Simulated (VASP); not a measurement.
# AlCo: single point with PBE

The system is AlCo.

```xyz
2
Lattice="2.8194 0.0000 0.0000 0.0000 2.8194 0.0000 0.0000 0.0000 2.7630" Properties=species:S:1:pos:R:3 pbc="T T T"
Co    1.4097    1.4097    1.3815
Al    0.0000    0.0000    0.0000
```

```json
{"Program": "VASP 6.6.1", "Task": "single point", "Functional": "PBE", "Potentials or basis": "VASP PAW PBE potentials, release 64 (Co, Al)", "Cutoff": "520 eV", "k mesh": "8 × 8 × 8", "Occupations": "fermi-dirac, width 0.05 eV", "Spin": "collinear spin, ferromagnetic start", "Starting moments": "[2.0, 0.0] μB"}
```

```yaml
Pressure: 11.1 GPa
Band_gap_on_the_k_mesh: zero (filled and empty bands overlap)
Net_moment: 0.00 μB per cell
Valence_electrons_inside_the_program's_atomic_spheres: Co 8.55; Al 0.85
```

Stress tensor (GPa, compression positive):
```
 9.68  0.00  0.00
 0.00  9.68  0.00
 0.00  0.00 13.82
```

Levels at points of the mesh, in eV from the Fermi level:
Spin up:
```
           k point  band 3  band 4  band 5  band 6  band 7  band 8  band 9  band 10
(0.00, 0.00, 0.00)   -3.17   -0.95   -0.87   -0.87    6.00    6.00    6.77     8.90
(0.50, 0.00, 0.00)   -2.56   -1.88   -1.73   -0.75    0.15    8.47   10.67    11.38
(0.50, 0.50, 0.00)   -2.87   -2.87   -1.54   -1.54   -0.29    2.47    3.65    13.75
(0.00, 0.00, 0.50)   -2.53   -1.87   -1.87   -0.81    0.35    8.48   10.73    10.73
(0.50, 0.00, 0.50)   -2.79   -2.66   -1.66   -1.64   -0.22    2.67    3.85    13.21
(0.50, 0.50, 0.50)   -4.18   -0.24   -0.16    2.38    2.38    2.46    4.63     5.46
```
Spin down:
```csv
k point,band 4,band 5,band 6,band 7,band 8,band 9
"(0.00, 0.00, 0.00)",-0.95,-0.87,-0.87,6.00,6.00,6.77
"(0.50, 0.00, 0.00)",-1.88,-1.73,-0.75,0.15,8.47,10.67
"(0.50, 0.50, 0.00)",-2.87,-1.54,-1.54,-0.29,2.47,3.65
"(0.00, 0.00, 0.50)",-1.87,-1.87,-0.81,0.35,8.48,10.73
"(0.50, 0.00, 0.50)",-2.66,-1.66,-1.64,-0.22,2.67,3.85
"(0.50, 0.50, 0.50)",-0.24,-0.16,2.38,2.38,2.46,4.63
```

Run time: 61 s on 1 thread of Intel Xeon 8259CL (shared host), peak memory 0.18 GiB.

Caveat: the cell stands under pressure.
